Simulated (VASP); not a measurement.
CaO:

```xyz
2
Lattice="0.0000 2.4065 2.4065 2.4065 0.0000 2.4065 2.4065 2.4065 0.0000" Properties=species:S:1:pos:R:3 pbc="T T T"
Ca    0.0000    0.0000    0.0000
O     2.4065    2.4065    2.4065
```

| Property | Result |
| --- | --- |
| Program | VASP 6.6.1 |
| Task | relaxation of volume and atoms at fixed shape |
| Functional | PBEsol |
| Potentials or basis | VASP PAW PBE potentials, release 64 (Ca_sv, O) |
| Cutoff | 600 eV |
| k mesh | 6 × 6 × 6 |
| Occupations | gaussian, width 0.01 eV |
| Spin | no spin polarisation |

At the start: pressure -2.6 GPa; volume 13.94 Å³/atom.

Where does the relaxation end?

Over 3 steps the energy falls by 2.8 meV/atom and the volume is 13.61 Å³/atom (-2.4 %); space group Fm-3m (No. 225, to 0.1 Å) before and after.

The path:
```csv
step,energy change (eV),largest force (eV/Å),pressure (GPa),volume (Å³)
1,0.0000,0.0000,-2.62,27.87
2,-0.0047,0.0000,1.08,26.96
3,-0.0055,0.0000,0.00,27.21
```

Final structure:
```
CELL_PARAMETERS angstrom
0.00000 2.38736 2.38736
2.38736 0.00000 2.38736
2.38736 2.38736 0.00000
ATOMIC_POSITIONS crystal
Ca 0.00000 0.00000 0.00000
O 0.50000 0.50000 0.50000
```

Caveat: the PAW data sets were made with another functional, which shifts forces and pressure a little.
